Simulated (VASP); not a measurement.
Runs of VASP 6.6.1 on Fe. The structure is that of space group I4/mmm (No. 139), or close to it. The cells are those of the table. 

```csv
cell,gap on the mesh (eV),pressure (GPa),moment (μB)
"a = 2.687, b = 2.403, c = 2.385 Å, angles 68.3, 56.2, 55.6°, 1 atom",none,17.9,2.07
"a = 2.763, b = 2.471, c = 2.453 Å, angles 68.3, 56.2, 55.6°, 1 atom",none,(a),2.22
"a = 2.565, b = 2.294, c = 2.277 Å, angles 68.3, 56.2, 55.6°, 1 atom",none,68.9,(b)
"a = 2.725, b = 2.438, c = 2.420 Å, angles 68.3, 56.2, 55.6°, 1 atom",none,7.5,2.15
"a = 2.627, b = 2.350, c = 2.332 Å, angles 68.3, 56.2, 55.6°, 1 atom",none,39.2,1.96
```

Alike in all rows: task single point; level PBE; potentials or basis VASP PAW PBE potentials, release 64 (Fe); spin collinear, ferromagnetic start; k mesh 20 × 20 × 20; cutoff (eV) 520; smearing gaussian 0.1 eV.

**Question.** Estimate the missing entries.

**Answer.** (a) -0.6; (b) 1.79.

Caveats: the cell stands under pressure (at least some runs).

A gap of «none» marks levels without a gap at the run's occupations.
